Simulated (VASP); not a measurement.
Write the native input for VASP 6.6.1 that does the following.

```yaml
Task: single point
Functional: LDA
Potentials_or_basis: VASP PAW LDA potentials, release 64 (Ru_pv)
Cutoff: 520 eV
k_mesh: 10 × 10 × 10
Occupations: fermi-dirac, width 0.1 eV
Spin: no spin polarisation
Dipole_correction: no
Further_INCAR_settings: ALGO = Normal; EDIFF = 1e-06; NBANDS = 13
```

The structure of Ru lies in POSCAR:

```
Ru
1.0
    1.5004738740      1.5004738740      1.5004738740
   -1.5004738740      1.5004738740      1.5004738740
   -1.5004738740     -1.5004738740      1.5004738740
Ru
1
Direct
    0.0000000000      0.0000000000      0.0000000000
```

The input as run:

INCAR

```
SYSTEM = Ru
PREC = Accurate
ENCUT = 520
EDIFF = 1E-6
ISMEAR = -1
SIGMA = 0.1
LREAL = .FALSE.
LASPH = .TRUE.
NELM = 100
ALGO = Normal
ISIF = 2
LWAVE = .FALSE.
LCHARG = .TRUE.
GGA = CA
LELF = .TRUE.
LVHAR = .TRUE.
NBANDS = 13
```

KPOINTS

```
regular mesh
0
G
  10 10 10
  0 0 0
```

Potentials or basis: VASP PAW LDA potentials, release 64 (Ru_pv).

Command:

```sh
$ cat potpaw_LDA.64/Ru_pv/POTCAR > POTCAR
$ mpirun -np 1 vasp_std > vasp.out
```

Results of the run:

The pressure is 0.9 GPa and the band gap on the k mesh is zero (band 7 reaches 14.89 eV, above the bottom of band 8 at 11.42 eV).

It took 3.7 s on 1 thread of AMD EPYC 9R45 96-Core Processor (Zen 5), on a shared host, peak memory 0.09 GiB.
